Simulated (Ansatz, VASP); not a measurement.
One calculation of K, two programs

Contents of INCAR:

```
PREC = Accurate
ENCUT = 520
EDIFF = 1E-6
ISMEAR = 0
SIGMA = 0.15
LREAL = F
LASPH = T
NELM = 100
ALGO = Fast
ISIF = 2
LWAVE = F
LCHARG = T
GGA = PE
LELF = T
LVHAR = T
NBANDS = 10
```

The input KPOINTS:

```
Automatic mesh
0
Gamma
  12 12 12
```

POSCAR

```
K
1.0
    4.6826318916      0.0000000000      0.0000000000
    0.0000000000      4.6826318916      0.0000000000
    0.0000000000      0.0000000000      3.6524528754
K
1
Direct
    0.0000000000      0.0000000000      0.0000000000
```

Input for Ansatz:

```yaml
crystal:
  lattice:
    - [4.6826318916, 0.0, 0.0]
    - [0.0, 4.6826318916, 0.0]
    - [0.0, 0.0, 3.6524528754]
  atoms:
    - { symbol: K, position: [0.0, 0.0, 0.0] }
basis:
  ecutwfc: 420
kpoints:
  mp_grid: { grid: [12, 12, 12] }
hamiltonian:
  xc: pbe
scf:
  occupations: { method: gaussian, width: 0.15 }
output:
  forces: true
  stress: true
  eigenvalues: true
```

Alike in both runs: task single point; functional PBE; k mesh 12 × 12 × 12; occupations gaussian, width 0.15 eV; no spin polarisation.

|  | VASP | Ansatz |
| --- | --- | --- |
| version | VASP 6.6.1 | Ansatz 0.2.0 |
| potentials or method | VASP PAW PBE potentials, release 64 (K_sv), cutoff 520 eV | scalar-relativistic, plane waves, PAW |
| valence electrons in the cell | 9 | 9 |

```tsv
	VASP	Ansatz	Ansatz less VASP
gap on the k mesh at the Fermi level (eV)	none	none	-
pressure (GPa)	0.2	0.3	+0.01
traceless stress, the component that is largest in VASP (GPa)	1.69	1.69	-0.003
```

A gap of «none» marks a metal or a gap that the smearing closes.
